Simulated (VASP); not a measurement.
# Co (P6_3/mmc) in VASP: single point with PBE

Aim: the single point of Co with PBE.

All numbers are computed with VASP 6.6.1; they aren't measurements. Logs are shortened: lines on timing, memory, paths and dates and some standing lists are left out, and cuts for length are marked.

### Step 1. The cell of the first run

Symmetry: P6_3/mmc, No. 194, hexagonal system. The conventional cell has a = 2.494 Å, b = 2.494 Å, c = 4.033 Å, α = 90.00°, β = 90.00°, γ = 120.00°. Co (site symmetry -6m2) has 12 Co at 2.48 to 2.49 Å within 3.3 Å.

### Step 2. Single point, PBE, collinear spin, ferromagnetic start

INCAR

```
ALGO = Normal ; EDIFF = 1E-6
ENCUT = 520 ; GGA = PE
ISIF = 2 ; ISMEAR = 0
ISPIN = 2 ; LASPH = True
LCHARG = True ; LELF = True
LMAXMIX = 4 ; LORBIT = 11
LREAL = False ; LVHAR = True
LWAVE = False ; MAGMOM = 1.84 1.84
NBANDS = 20 ; NELM = 150
PREC = Accurate ; SIGMA = 0.1
```

KPOINTS

```
k-points
0
Gamma
  21 21 10
```

POSCAR

```
Co
1.0
    2.4937686808      0.0000000000      0.0000000000
   -1.2468843404      2.1596670287      0.0000000000
    0.0000000000      0.0000000000      4.0330685337
Co
2
Direct
    0.3333333333      0.6666666667      0.2500000000
    0.6666666667      0.3333333333      0.7500000000
```

Potentials or basis: VASP PAW PBE potentials, release 64 (Co).

Run with:

```
$ cat potpaw_PBE.64/Co/POTCAR > POTCAR
$ mpirun -np 1 vasp_std > vasp.out
```

OUTCAR:

```text
EDIFF = 1E-6
   ENCUT = 520
   GGA = PE
   ISIF = 2
   ISMEAR = 0
   ISPIN = 2
   LASPH = True
   LORBIT = 11
   LREAL = False
   NELM = 150
   PREC = Accurate

 ion  position               nearest neighbor table
   1  0.333  0.667  0.250-   2 2.48   2 2.48   2 2.48   2 2.48   2 2.48   2 2.48
   2  0.667  0.333  0.750-   1 2.48   1 2.48   1 2.48   1 2.48   1 2.48   1 2.48

  LATTYP: Found a hexagonal cell.
 ALAT       =     2.4937686808
 C/A-ratio  =     1.6172584750

  Lattice vectors:

 A1 = (   2.4937686808,   0.0000000000,   0.0000000000)
 A2 = (  -1.2468843404,   2.1596670287,   0.0000000000)
 A3 = (   0.0000000000,   0.0000000000,   4.0330685337)

Analysis of symmetry for initial positions (statically):
=====================================================================
 Subroutine PRICEL returns:
 Original cell was already a primitive cell.

 Routine SETGRP: Setting up the symmetry group for a
 hexagonal supercell.

 Subroutine GETGRP returns: Found 24 space group operations
 (whereof 12 operations were pure point group operations)
 out of a pool of 24 trial point group operations.

The static configuration has the point symmetry D_3d.
 The point group associated with its full space group is D_6h.

Analysis of symmetry for dynamics (positions and initial velocities):
=====================================================================
 Subroutine PRICEL returns:
 Original cell was already a primitive cell.

 Routine SETGRP: Setting up the symmetry group for a
 hexagonal supercell.

 Subroutine GETGRP returns: Found 24 space group operations
 (whereof 12 operations were pure point group operations)
 out of a pool of 24 trial point group operations.

The dynamic configuration has the point symmetry D_3d.
 The point group associated with its full space group is D_6h.

Analysis of structural, dynamic, and magnetic symmetry:
=====================================================================
 Subroutine PRICEL returns:
 Original cell was already a primitive cell.

 Routine SETGRP: Setting up the symmetry group for a
 hexagonal supercell.

 Subroutine GETGRP returns: Found 24 space group operations
 (whereof 12 operations were pure point group operations)
 out of a pool of 24 trial point group operations.

The overall configuration has the point symmetry D_3d.
 The point group associated with its full space group is D_6h.

[... 116 lines left out ...]
   IMIX   =      4    mixing-type and parameters
     AMIX     =   0.40;   BMIX     =  1.00
     AMIX_MAG =   1.60;   BMIX_MAG =  1.00
  volume/ion in A,a.u.               =      10.86        73.29
  Fermi-wavevector in a.u.,A,eV,Ry     =   1.537704  2.905840 32.171442  2.364534
  Thomas-Fermi vector in A             =   2.644176
   LORBIT       =     11    0 simple, 1 ext, 2 COOP (PROOUT), +10 PAW based schemes
   GGA     = PE    functional components
   LHFCALC =     F    Hartree Fock is set to
   AEXX    =    0.0000 exact exchange contribution
   IVDW    =     0    specifies the selected vdW correction
   LEPSILON=     F    determine dielectric tensor
   LRPA    =     F    only Hartree local field effects (RPA)
 spin polarized calculation
 Gauss-broadening in eV      SIGMA  =   0.10
  energy-cutoff  :      520.00
  volume of cell :       21.72
 maximum number of plane-waves:       606
 NGX is ok and might be reduce to    20
   NGX =  9   NGY =  9   NGZ = 15

 number of electron      17.9999997 magnetization       3.2060822

 Free energy of the ion-electron system (eV)
  ---------------------------------------------------
  ext. energy  EPLUGINS =         0.00000000
  ---------------------------------------------------
  free energy    TOTEN  =       -14.07427788 eV

  energy without entropy =      -14.06502859  energy(sigma->0) =      -14.06965323

 E-fermi :  10.2330     XC(G=0): -13.3983

 val. band max:       10.2298718916   @ k =   0.2381   0.0952   0.4000
 cond. band min:      10.2351367579   @ k =   0.2381   0.1905   0.0000
 fundamental gap:      0.0052648663
 Fermi energy:        10.2330383072

 spin component 1

 k-point     1 :       0.0000    0.0000    0.0000
  band No.  band energies     occupation
      1       1.3424      1.00000
      2       5.1194      1.00000
      3       7.6322      1.00000
      4       7.6535      1.00000
      5       7.6535      1.00000
      6       7.9641      1.00000
[... 541 lines left out ...]
     19      35.2530      0.00000
     20      36.2848      0.00000

 [... further k-points ...]

 spin component 2

 k-point     1 :       0.0000    0.0000    0.0000
  band No.  band energies     occupation
      1       1.3319      1.00000
      2       6.0567      1.00000
      3       9.2578      1.00000
      4       9.2839      1.00000
      5       9.2839      1.00000
      6       9.6482      1.00000
[... 541 lines left out ...]
     19      35.4608      0.00000
     20      36.7058      0.00000

 [... further k-points ...]

------------------------ aborting loop because EDIFF is reached ----------------------------------------

  FORCE on cell =-STRESS in cart. coord.  units (eV):
  Direction    XX          YY          ZZ          XY          YZ          ZX
  --------------------------------------------------------------------------------------
  -------------------------------------------------------------------------------------
  Total       -0.1064542     -0.1064542     -0.1261662     -0.0000000     -0.0000000      0.0000000
  in kB       -7.8522636     -7.8522636     -9.3062559     -0.0000000     -0.0000000      0.0000000
  external PRESSURE =      -8.3369277 kB  Pullay stress =       0.0000000 kB

 VOLUME and BASIS-vectors are now :
 -----------------------------------------------------------------------------
  energy-cutoff  :      520.00
  volume of cell :       21.72
      direct lattice vectors                 reciprocal lattice vectors
     2.493768681  0.000000000  0.000000000     0.400999502  0.231517171  0.000000000
    -1.246884340  2.159667029  0.000000000     0.000000000  0.463034341  0.000000000
     0.000000000  0.000000000  4.033068534     0.000000000  0.000000000  0.247950163

 POSITION                                       TOTAL-FORCE (eV/Angst)
 -----------------------------------------------------------------------------------
     -0.00000      1.43978      1.00827        -0.000000      0.000000      0.000000
      1.24688      0.71989      3.02480         0.000000     -0.000000      0.000000
 -----------------------------------------------------------------------------------
    total drift:                               -0.000000      0.000000     -0.000000

  FREE ENERGIE OF THE ION-ELECTRON SYSTEM (eV)
  ---------------------------------------------------
  free  energy   TOTEN  =       -14.0742778762 eV

  energy  without entropy=      -14.0650285922  energy(sigma->0) =      -14.06965323

 total charge

# of ion       s       p       d       tot
------------------------------------------
    1        0.488   0.521   7.262   8.271
    2        0.488   0.521   7.262   8.271
--------------------------------------------------
tot          0.976   1.041  14.524  16.542

 magnetization (x)

# of ion       s       p       d       tot
------------------------------------------
    1       -0.015  -0.055   1.694   1.624
    2       -0.015  -0.055   1.694   1.624
--------------------------------------------------
tot         -0.030  -0.110   3.388   3.248
```

OSZICAR:

```text
N       E                     dE             d eps       ncg     rms          rms(c)
DAV:   1     0.846606645036E+02    0.84661E+02   -0.79324E+03 24296   0.119E+03
DAV:   2    -0.116795831267E+02   -0.96340E+02   -0.86542E+02 23312   0.216E+02
DAV:   3    -0.161090974112E+02   -0.44295E+01   -0.42528E+01 26244   0.561E+01
DAV:   4    -0.161757238183E+02   -0.66626E-01   -0.66576E-01 28356   0.603E+00
DAV:   5    -0.161776341489E+02   -0.19103E-02   -0.19102E-02 26680   0.968E-01    0.148E+01
DAV:   6    -0.145135591214E+02    0.16641E+01   -0.74865E+00 26100   0.561E+01    0.696E+00
DAV:   7    -0.141091107126E+02    0.40445E+00   -0.11888E+00 26888   0.204E+01    0.379E+00
DAV:   8    -0.140895144229E+02    0.19596E-01   -0.16242E-02 30104   0.127E+00    0.178E+00
DAV:   9    -0.140746339931E+02    0.14880E-01   -0.33523E-03 37060   0.103E+00    0.484E-01
DAV:  10    -0.140742855639E+02    0.34843E-03   -0.57421E-04 29812   0.288E-01    0.156E-01
DAV:  11    -0.140742797244E+02    0.58394E-05   -0.92506E-05 34292   0.155E-01    0.295E-02
DAV:  12    -0.140742792875E+02    0.43691E-06   -0.10881E-05 24568   0.316E-02    0.167E-02
DAV:  13    -0.140742776693E+02    0.16182E-05   -0.16587E-06 21544   0.159E-02    0.944E-03
DAV:  14    -0.140742778762E+02   -0.20694E-06   -0.65059E-07 15380   0.649E-03
   1 F= -.14074278E+02 E0= -.14069653E+02  d E =-.924928E-02  mag=     3.2065
```

stdout:

```text
POSCAR found type information on POSCAR Co
 POSCAR found :  1 types and       2 ions
 scaLAPACK will be used
 LDA part: xc-table for (Slater+PW92), standard interpolation
 POSCAR, INCAR and KPOINTS ok, starting setup
 FFT: planning ... GRIDC
 FFT: planning ... GRID_SOFT
 FFT: planning ... GRID
 WAVECAR not read
 entering main loop
```

Run time: 3.8 min. Hardware: 1 thread of Intel Xeon 8259CL, shared host; peak memory 0.28 GiB.

What came out:

```yaml
Free_energy: -14.0743 eV
Pressure: -0.8 GPa
Net_moment: 3.21 μB per cell
Site_moments: Co +1.62 μB
Valence_electrons_inside_the_program's_atomic_spheres: Co 8.27
```

Stress tensor (GPa, compression positive):
```
-0.79  0.00  0.00
 0.00 -0.79  0.00
 0.00  0.00 -0.93
```
